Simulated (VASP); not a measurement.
Crystal: HfIn4SiO6.

```
Hf In Si O
1.0
     3.23023   -5.57768   -0.02470
     3.23023    5.57768   -0.02470
    -1.49068    0.00000    6.32030
Hf In Si O
1 4 1 6
Direct
  0.10178 0.10178 0.00912
  0.79222 0.48204 0.00818
  0.48204 0.79222 0.00818
  0.54472 0.21983 0.48398
  0.21983 0.54472 0.48398
  0.85433 0.85433 0.44523
  0.83500 0.58822 0.38104
  0.58822 0.83500 0.38104
  0.02899 0.02899 0.29500
  0.97920 0.97920 0.69555
  0.42852 0.14514 0.07435
  0.14514 0.42852 0.07435
```

Base run:

| Item | Value |
| --- | --- |
| Program | VASP 6.6.1 |
| Functional | PBE |
| Potentials or basis | VASP PAW PBE potentials, release 64 (Hf_pv, In_d, Si, O) |
| Cutoff | 520 eV |
| k mesh | 4 × 4 × 3 |
| Occupations | fermi-dirac, width 0.05 eV |
| Spin | no spin polarisation |

Its results: band gap on the k mesh 0.55 eV (least direct gap 0.81 eV); pressure -0.2 GPa; largest force 0.194 eV/Å.

Question: The run is repeated on the same cell with these changes: functional from PBE to B3LYP; k mesh from 4 × 4 × 3 to 2 × 2 × 2. What comes out?

Answer: Band gap on the k mesh 2.16 eV (least direct gap 2.50 eV); pressure -0.3 GPa; largest force 0.379 eV/Å.

Several settings changed at once.

Caveats: some runs use coarse meshes; spin-orbit coupling is left out, which moves the levels of the heavy elements; an odd mesh through Γ misses points on the zone boundary, where band edges can lie (at least some runs); the PAW data sets were made with another functional, which shifts forces and pressure a little (at least some runs).
